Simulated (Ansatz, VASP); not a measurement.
## One calculation of C, two programs

POSCAR

```
C
1.0
    0.0000000000      1.7833700000      1.7833700000
    1.7833700000      0.0000000000      1.7833700000
    1.7833700000      1.7833700000      0.0000000000
C
2
Direct
    0.7500000000      0.7500000000      0.7500000000
    0.5000000000      0.5000000000      0.5000000000
```

File INCAR.step1:

```
SYSTEM = C
PREC     = Accurate       ! precision mode
ENCUT    = 520            ! plane-wave cutoff, eV
ISMEAR   = -1             ! smearing method
SIGMA    = 0.05           ! smearing width, eV
LREAL    = .False.        ! projectors in reciprocal space
LASPH    = .True.         ! aspherical terms in the spheres
NELM     = 60             ! most SCF steps
NBANDS   = 11             ! bands
GGA      = PE             ! functional
ALGO     = Normal         ! electronic algorithm
EDIFF    = 1E-4           ! SCF threshold, eV
LWAVE    = .True.         ! write WAVECAR
LCHARG   = .False.        ! write CHGCAR
```

File INCAR.step2:

```
SYSTEM = C
PREC     = Accurate       ! precision mode
ENCUT    = 520            ! plane-wave cutoff, eV
EDIFF    = 1E-6           ! SCF threshold, eV
ISMEAR   = -1             ! smearing method
SIGMA    = 0.05           ! smearing width, eV
LREAL    = .False.        ! projectors in reciprocal space
LASPH    = .True.         ! aspherical terms in the spheres
NELM     = 60             ! most SCF steps
ALGO     = Normal         ! electronic algorithm
ISIF     = 2              ! what is computed and relaxed
LWAVE    = .False.        ! write WAVECAR
LCHARG   = .False.        ! write CHGCAR
METAGGA  = R2SCAN         ! meta-GGA
LMIXTAU  = .True.       
NBANDS   = 11             ! bands
ISTART   = 1
```

The input KPOINTS:

```
Automatic mesh
0
Gamma
  13 13 13
  0 0 0
```

File input.yaml:

```yaml
crystal:
  lattice:
    - [0.0, 1.78337, 1.78337]
    - [1.78337, 0.0, 1.78337]
    - [1.78337, 1.78337, 0.0]
  atoms:
    - { symbol: C, position: [0.75, 0.75, 0.75] }
    - { symbol: C, position: [0.5, 0.5, 0.5] }
hamiltonian:
  xc: r2scan
  pseudopotentials: { kind: paw }
kpoints:
  mp_grid: { grid: [13, 13, 13] }
  band_path:
    path:
      - [[0.0, 0.0, 0.0], [0.5, 0.0, 0.5], [0.5, 0.25, 0.75], [0.375, 0.375, 0.75], [0.0, 0.0, 0.0], [0.5, 0.5, 0.5], [0.625, 0.25, 0.625], [0.5, 0.25, 0.75], [0.5, 0.5, 0.5], [0.375, 0.375, 0.75]]
      - [[0.625, 0.25, 0.625], [0.5, 0.0, 0.5]]
    npoints: 14
scf:
  occupations: { method: fermi_dirac, width: 0.05 }
  n_extra_bands: 6
output:
  forces: true
  stress: true
  eigenvalues: true
  fatbands: false
```

Alike in both runs: functional r2SCAN; k mesh 13 × 13 × 13; occupations fermi-dirac, width 0.05 eV; no spin polarisation.

```csv
,VASP,Ansatz
version,VASP 6.6.1,Ansatz 0.2.0
potentials or method,"VASP PAW PBE potentials, release 64 (C)",Ansatz PAW
plane-wave cutoff (eV),520,500
valence electrons in the cell,8,8
task,single point,band structure
```

```tsv
	VASP	Ansatz	Ansatz less VASP
gap on the k mesh at the Fermi level (eV)	4.34	4.36	+0.028
least direct gap on the mesh (eV)	5.84	5.88	+0.045
pressure (GPa)	-1.3	-2.4	-1.10
```

VASP's potentials were made for PBE, not for r2SCAN.
